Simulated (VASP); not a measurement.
Yb: relaxation of cell and atoms with PBE

Crystal: Yb.

```
CELL_PARAMETERS angstrom
-1.54790 1.54790 1.54790
1.54790 -1.54790 1.54790
1.54790 1.54790 -1.54790
ATOMIC_POSITIONS crystal
Yb 0.00000 0.00000 0.00000
```

```yaml
Program: VASP 6.6.1
Task: relaxation of cell and atoms
Functional: PBE
Potentials_or_basis: VASP PAW PBE potentials, release 64 (Yb)
Cutoff: 600 eV
k_mesh: 17 × 17 × 17
Occupations: fermi-dirac, width 0.08 eV
Spin: no spin polarisation
Target_pressure: 84 GPa
Dipole_correction: no
Further_INCAR_settings: ALGO = Normal; EDIFF = 1e-06; IBRION = 2; EDIFFG = -0.005; NSW = 32; ISIF = 3
```

```json
{"Relaxed volume": "14.89 Å³/atom", "Relaxed cell": "a = 2.684 Å, b = 2.684 Å, c = 2.684 Å, α = 109.47°, β = 109.47°, γ = 109.47°", "Space group after relaxing (to 0.05 Å)": "Im-3m (No. 229)", "Energy change on relaxing (the enthalpy is what falls)": "-28.5 meV/atom", "Ionic steps": "20", "Pressure after relaxing": "84.0 GPa", "Band gap on the k mesh": "zero (band 12 reaches 6.87 eV, above the bottom of band 13 at 4.60 eV)"}
```

Step by step:
| step | energy change (eV) | largest force (eV/Å) | pressure (GPa) | volume (Å³) |
| --- | --- | --- | --- | --- |
| 1 | 0.0000 | 0.0000 | 85.83 | 14.84 |
| 2 | -0.1882 | 0.0000 | 77.90 | 15.20 |
| 3 | -0.0548 | 0.0000 | 84.92 | 14.94 |
| 4 | -0.0723 | 0.0000 | 82.22 | 14.97 |
| 5 | -0.0607 | 0.0000 | 83.10 | 14.95 |
| 6 | -0.0578 | 0.0000 | 83.59 | 14.94 |
| 7 | -0.0563 | 0.0000 | 83.82 | 14.94 |
| 8 | -0.0399 | 0.0000 | 84.07 | 14.91 |
| 9 | -0.0407 | 0.0000 | 83.72 | 14.91 |
| 10 | -0.0402 | 0.0000 | 84.28 | 14.91 |
| 11 | -0.0509 | 0.0000 | 84.27 | 14.93 |
| 12 | -0.0827 | 0.0000 | 82.56 | 14.99 |
| 13 | -0.0560 | 0.0000 | 84.13 | 14.94 |
| 14 | -0.0601 | 0.0000 | 83.28 | 14.95 |
| 15 | -0.0566 | 0.0000 | 83.68 | 14.94 |
| 16 | -0.0464 | 0.0000 | 83.54 | 14.92 |
| 17 | -0.0155 | 0.0000 | 85.49 | 14.86 |
| 18 | -0.0391 | 0.0000 | 83.19 | 14.91 |
| 19 | -0.0273 | 0.0000 | 84.10 | 14.89 |
| 20 | -0.0285 | 0.0000 | 83.99 | 14.89 |

Final structure:
```yaml
crystal:
  lattice:
    - [-1.54977, 1.54977, 1.54977]
    - [1.54977, -1.54977, 1.54977]
    - [1.54977, 1.54977, -1.54977]
  atoms:
    - { symbol: Yb, position: [0.00000, 0.00000, 0.00000] }
```

Levels at points of the mesh, in eV from the Fermi level:
```csv
k point,band 8,band 9,band 10,band 11,band 12,band 13,band 14,band 15,band 16
"(0.00, 0.00, 0.00)",-1.42,-0.73,-0.73,-0.73,-0.57,3.68,3.68,3.68,7.82
```

Run time: 6.4 min on 1 thread of Intel(R) Xeon(R) 6975P-C (Granite Rapids) (shared host), peak memory 0.22 GiB.

Caveat: the cell is relaxed towards a set pressure, so the enthalpy falls and the energy may rise; spin-orbit coupling is left out, which moves the levels of the heavy elements. Spin polarisation is off, so any magnetic state and its effect on volume and gap are missing.
